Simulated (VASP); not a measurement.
Wanted: the native input for a VASP 6.6.1 run.

| Quantity | Value |
| --- | --- |
| Task | relaxation of cell and atoms |
| Functional | PBE |
| Dispersion | D3(BJ) |
| Potentials or basis | VASP PAW PBE potentials, release 64 (Pb_d, O) |
| Cutoff | 600 eV |
| k mesh | 8 × 8 × 6 |
| Occupations | gaussian, width 0.02 eV |
| Spin | no spin polarisation |
| Dipole correction | no |
| Further INCAR settings | ALGO = Normal; EDIFF = 1e-06; IBRION = 2; EDIFFG = -0.005; NSW = 100; ISIF = 3 |

The structure of PbO lies in POSCAR:

```
PbO
1.0
    3.9780804971      0.0000000000      0.0000000000
    0.0000000000      3.9780804971      0.0000000000
    0.0000000000      0.0000000000      5.0127125567
Pb O
2 2
Direct
    0.5000000000      0.0000000000      0.2368000000
    0.0000000000      0.5000000000      0.7632000000
    0.0000000000      0.0000000000      0.0000000000
    0.5000000000      0.5000000000      0.0000000000
```

These files were run (other wordings do the same):

INCAR

```
SYSTEM = PbO
ALGO = Normal
EDIFF = 1E-6
EDIFFG = -0.005
ENCUT = 600
GGA = PE
IBRION = 2
ISIF = 3
ISMEAR = 0
IVDW = 12
LASPH = .True.
LCHARG = .False.
LREAL = .False.
LWAVE = .False.
NELM = 100
NSW = 100
PREC = Accurate
SIGMA = 0.02
```

KPOINTS

```
k-points
0
Gamma
  8 8 6
  0 0 0
```

Potentials or basis: VASP PAW PBE potentials, release 64 (Pb_d, O).

The run is started by

```console
$ cat potpaw_PBE.64/Pb_d/POTCAR potpaw_PBE.64/O/POTCAR > POTCAR
$ mpirun -np 1 vasp_std > vasp.out
```

It gave:

```
Relaxed volume                        : 20.20 Å³/atom
Relaxed cell                          : a = 4.036 Å, b = 4.036 Å, c = 4.960 Å, α = 90.00°, β = 90.00°, γ = 90.00°
Space group after relaxing (to 0.1 Å) : P4/nmm (No. 129)
Energy gained by relaxing             : 5.0 meV/atom
Ionic steps                           : 13
Pressure after relaxing               : 0.0 GPa
Band gap on the k mesh                : 1.24 eV (least direct gap 2.15 eV)
Dispersion energy per atom            : -0.235 eV
```

Caveat: spin-orbit coupling is left out, which moves the levels of the heavy elements.

It took 11 min on 1 thread of Intel Xeon 6455B, on a shared host, peak memory 0.31 GiB.
